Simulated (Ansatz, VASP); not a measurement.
# Ge2H: VASP beside Ansatz

INCAR

```
SYSTEM = Ge2H
ALGO     = Normal         ! electronic algorithm
DIPOL    = 0.5 0.5 0.283
EDIFF    = 1E-6           ! SCF threshold, eV
ENCUT    = 520            ! plane-wave cutoff, eV
GGA      = PE             ! functional
IDIPOL   = 3            
ISIF     = 2              ! what is computed and relaxed
ISMEAR   = 0              ! smearing method
ISPIN    = 2              ! spin polarisation
IVDW     = 12             ! dispersion correction
LASPH    = .TRUE.         ! aspherical terms in the spheres
LCHARG   = .FALSE.        ! write CHGCAR
LDIPOL   = .TRUE.       
LORBIT   = 11             ! projections on sites
LREAL    = .FALSE.        ! projectors in reciprocal space
LWAVE    = .FALSE.        ! write WAVECAR
MAGMOM   = 0 0 1          ! initial moments
NBANDS   = 26             ! bands
NELM     = 150            ! most SCF steps
PREC     = Accurate       ! precision mode
SIGMA    = 0.1            ! smearing width, eV
```

Contents of KPOINTS:

```
k-points
0
G
  9 9 1
  0 0 0
```

POSCAR

```
Ge2H
1.0
    4.0226895460      0.0000000000      0.0000000000
   -2.0113447730      3.4837513384      0.0000000000
    0.0000000000      0.0000000000     17.6842610184
Ge H
2 1
Direct
    0.3333333333      0.6666666667      0.2648830513
    0.6666666667      0.3333333333      0.2261898304
    1.1111111111     -0.1111111111      0.3593173055
```

Input for Ansatz:

```yaml
crystal:
  lattice:
    - [4.022689546, 0.0, 0.0]
    - [-2.011344773, 3.4837513384, 0.0]
    - [0.0, 0.0, 17.6842610184]
  atoms:
    - { symbol: Ge, position: [0.3333333333, 0.6666666667, 0.2648830513] }
    - { symbol: Ge, position: [0.6666666667, 0.3333333333, 0.2261898304] }
    - { symbol: H, position: [1.1111111111, -0.1111111111, 0.3593173055], spin: 1.0 }
basis:
  ecutwfc: 420
kpoints:
  mp_grid: { grid: [9, 9, 1] }
hamiltonian:
  xc: pbe
  pseudopotentials: { kind: paw, azcp: { folder: soft_1 } }
  dispersion: d3bj
scf:
  occupations: { method: gaussian, width: 0.1 }
output:
  forces: true
  eigenvalues: true
  populations: true
magnetization:
  spin_polarized: true
efield:
  axis: 3
  dipole_correction: true
  ramp_width: 0.04
```

Alike in both runs: task single point; functional PBE; dispersion D3(BJ); k mesh 9 × 9 × 1; occupations gaussian, width 0.1 eV; collinear spin.

|  | VASP | Ansatz |
| --- | --- | --- |
| version | VASP 6.6.1 | Ansatz 0.2.0 |
| potentials or method | VASP PAW PBE potentials, release 64 (Ge_d, H), cutoff 520 eV | scalar-relativistic, plane waves, PAW |
| valence electrons in the cell | 29 | 29 |

```csv
,VASP,Ansatz,Ansatz less VASP
gap on the k mesh at the Fermi level (eV),none,none,-
rms of the force components (eV/Å),0.638,0.639,+0.0011
net moment per atom (μB),0.25,0.25,0.000
size of the moment on the site where the two differ most (μB),0.19,0.36,+0.168
```

Site moments also hang on the region over which each program counts them. Atom by atom the forces differ by 0.001 eV/Å (rms over components). A gap of «none» marks a metal or a gap that the smearing closes.
